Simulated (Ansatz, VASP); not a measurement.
# C in VASP and in Ansatz

File POSCAR:

```
C
1.0
    2.5600364825      0.0000000000      0.0000000000
   -1.2800182412      2.2170566284      0.0000000000
    0.0000000000      0.0000000000      8.2803246060
C
8
Direct
    0.0000000000      0.0000000000      0.0929334766
    0.0000000000      0.0000000000      0.5929334766
    0.0000000000      0.0000000000      0.4070665234
    0.0000000000      0.0000000000      0.9070665234
    0.3333333333      0.6666666667      0.1554962099
    0.6666666667      0.3333333333      0.6554962099
    0.3333333333      0.6666666667      0.3445037901
    0.6666666667      0.3333333333      0.8445037901
```

The input INCAR.step1:

```
PREC = Accurate
ENCUT = 520
ISMEAR = 0
SIGMA = 0.05
LREAL = F
LASPH = T
NELM = 80
NBANDS = 26
GGA = PE
ALGO = Normal
EDIFF = 1E-4
LWAVE = T
LCHARG = F
```

File INCAR.step2:

```
PREC = Accurate
ENCUT = 520
EDIFF = 1E-6
ISMEAR = 0
SIGMA = 0.05
LREAL = F
LASPH = T
NELM = 80
ALGO = Normal
ISIF = 2
LWAVE = F
LCHARG = F
METAGGA = R2SCAN
LMIXTAU = T
NBANDS = 26
ISTART = 1
```

File KPOINTS:

```
regular mesh
0
Gamma
  12 12 4
```

Input for Ansatz:

```yaml
crystal:
  lattice:
    - [2.5600364825, 0.0, 0.0]
    - [-1.2800182412, 2.2170566284, 0.0]
    - [0.0, 0.0, 8.280324606]
  atoms:
    - { symbol: C, position: [0.0, 0.0, 0.0929334766] }
    - { symbol: C, position: [0.0, 0.0, 0.5929334766] }
    - { symbol: C, position: [0.0, 0.0, 0.4070665234] }
    - { symbol: C, position: [0.0, 0.0, 0.9070665234] }
    - { symbol: C, position: [0.3333333333, 0.6666666667, 0.1554962099] }
    - { symbol: C, position: [0.6666666667, 0.3333333333, 0.6554962099] }
    - { symbol: C, position: [0.3333333333, 0.6666666667, 0.3445037901] }
    - { symbol: C, position: [0.6666666667, 0.3333333333, 0.8445037901] }
basis:
  ecutwfc: 500
kpoints:
  mp_grid: { grid: [12, 12, 4] }
hamiltonian:
  xc: r2scan
scf:
  occupations: { method: gaussian, width: 0.05 }
output:
  forces: true
  stress: true
  eigenvalues: true
```

Change from the starting cell: strain +0.0200 x Voigt [1, 1, 0, 0, 0, 0], atoms carried along.

Alike in both runs: task single point; functional r2SCAN; k mesh 12 × 12 × 4; occupations gaussian, width 0.05 eV; no spin polarisation.

|  | VASP | Ansatz |
| --- | --- | --- |
| version | VASP 6.6.1 | Ansatz 0.2.0 |
| potentials or method | VASP PAW PBE potentials, release 64 (C), cutoff 520 eV | scalar-relativistic, plane waves, PAW |
| valence electrons in the cell | 32 | 32 |

|  | VASP | Ansatz | Ansatz less VASP |
| --- | --- | --- | --- |
| gap on the k mesh at the Fermi level (eV) | 4.45 | 4.47 | +0.022 |
| least direct gap on the mesh (eV) | 5.23 | 5.27 | +0.042 |
| pressure (GPa) | -15.4 | -16.4 | -0.95 |
| traceless stress, the component that is largest in VASP (GPa) | 15.32 | 15.25 | -0.077 |
| rms of the force components (eV/Å) | 0.020 | 0.020 | -0.0005 |

VASP's potentials were made for PBE, not for r2SCAN. Atom by atom the forces differ by 0.003 eV/Å (rms over components).
